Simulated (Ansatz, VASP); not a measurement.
One calculation of WSe2, two programs

```
CELL_PARAMETERS angstrom
3.27899 0.00000 0.00000
-1.63949 2.83968 0.00000
0.00000 0.00000 7.00562
ATOMIC_POSITIONS crystal
W 0.00000 0.00000 0.00000
Se 0.33333 0.66667 0.24055
Se 0.33333 0.66667 0.75945
```

Alike in both runs: functional PBE; dispersion D3(BJ); k mesh 9 × 9 × 4; occupations gaussian, width 0.02 eV; no spin polarisation.

Ansatz relaxed the structure, and its values are those at the end. VASP's run is a single point on that final structure, the one shown.

```csv
,VASP,Ansatz
version,VASP 6.6.1,Ansatz 0.2.0
potentials or method,"VASP PAW PBE potentials, release 64 (W_sv, Se), cutoff 520 eV","scalar-relativistic, plane waves, PAW"
valence electrons in the cell,26,46
```

```tsv
	VASP	Ansatz	Ansatz less VASP
gap on the k mesh at the Fermi level (eV)	1.33	1.34	+0.004
least direct gap on the mesh (eV)	1.64	1.64	+0.004
pressure (GPa)	0.3	0.0	-0.30
rms of the force components (eV/Å)	0.023	0.000	-0.0226
```

VASP's potentials hold 26 valence electrons a cell and Ansatz's 46, so a difference there can come from the potentials and not from the codes.

Spin-orbit coupling is off throughout.
